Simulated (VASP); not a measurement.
Wanted: the native input for a VASP 6.6.1 run.

```yaml
Task: single point
Functional: r2SCAN
Potentials_or_basis: VASP PAW PBE potentials, release 64 (Al, N)
Cutoff: 520 eV
k_mesh: 8 × 8 × 5
Occupations: gaussian, width 0.01 eV
Spin: no spin polarisation
Dipole_correction: no
Further_INCAR_settings: ALGO = Normal; EDIFF = 1e-06; NBANDS = 16
```

AlN (wurtzite):

```
CELL_PARAMETERS angstrom
3.10670 0.00000 0.00000
-1.55335 2.69048 0.00000
0.00000 0.00000 4.97834
ATOMIC_POSITIONS crystal
Al 0.33333 0.66667 0.00017
Al 0.66667 0.33333 0.50017
N 0.33333 0.66667 0.38183
N 0.66667 0.33333 0.88183
```

The input as run:

POSCAR

```
AlN
1.0
    3.1067016190      0.0000000000      0.0000000000
   -1.5533508095      2.6904825240      0.0000000000
    0.0000000000      0.0000000000      4.9783374663
Al N
2 2
Direct
    0.3333333333      0.6666666667      0.0001702140
    0.6666666667      0.3333333333      0.5001702140
    0.3333333333      0.6666666667      0.3818297860
    0.6666666667      0.3333333333      0.8818297860
```

INCAR.step1

```
SYSTEM = AlN
PREC     = Accurate       ! precision mode
ENCUT    = 520            ! plane-wave cutoff, eV
ISMEAR   = 0              ! smearing method
SIGMA    = 0.01           ! smearing width, eV
LREAL    = .FALSE.        ! projectors in reciprocal space
LASPH    = .TRUE.         ! aspherical terms in the spheres
NELM     = 80             ! most SCF steps
NBANDS   = 16             ! bands
GGA      = PE             ! functional
ALGO     = Normal         ! electronic algorithm
EDIFF    = 1E-4           ! SCF threshold, eV
LWAVE    = .TRUE.         ! write WAVECAR
LCHARG   = .FALSE.        ! write CHGCAR
```

INCAR.step2

```
SYSTEM = AlN
PREC     = Accurate       ! precision mode
ENCUT    = 520            ! plane-wave cutoff, eV
EDIFF    = 1E-6           ! SCF threshold, eV
ISMEAR   = 0              ! smearing method
SIGMA    = 0.01           ! smearing width, eV
LREAL    = .FALSE.        ! projectors in reciprocal space
LASPH    = .TRUE.         ! aspherical terms in the spheres
NELM     = 80             ! most SCF steps
ALGO     = Normal         ! electronic algorithm
ISIF     = 2              ! what is computed and relaxed
LWAVE    = .FALSE.        ! write WAVECAR
LCHARG   = .FALSE.        ! write CHGCAR
METAGGA  = R2SCAN         ! meta-GGA
LMIXTAU  = .TRUE.       
NBANDS   = 16             ! bands
ISTART   = 1
```

KPOINTS

```
regular mesh
0
G
  8 8 5
  0 0 0
```

Potentials or basis: VASP PAW PBE potentials, release 64 (Al, N).

The run is started by

```console
$ cat potpaw_PBE.64/Al/POTCAR potpaw_PBE.64/N/POTCAR > POTCAR
$ cp INCAR.step1 INCAR
$ mpirun -np 1 vasp_std > vasp.out
$ cp INCAR.step2 INCAR
$ mpirun -np 1 vasp_std > vasp.out
```

Results of the run:

| Quantity | Value |
| --- | --- |
| Pressure | -0.4 GPa |
| Band gap on the k mesh | 4.92 eV, direct |

Caveat: the PAW data sets were made with another functional, which shifts forces and pressure a little.

Run time: 25 s on 1 thread of Intel(R) Xeon(R) 6975P-C (Granite Rapids), on a shared host, peak memory 0.16 GiB.
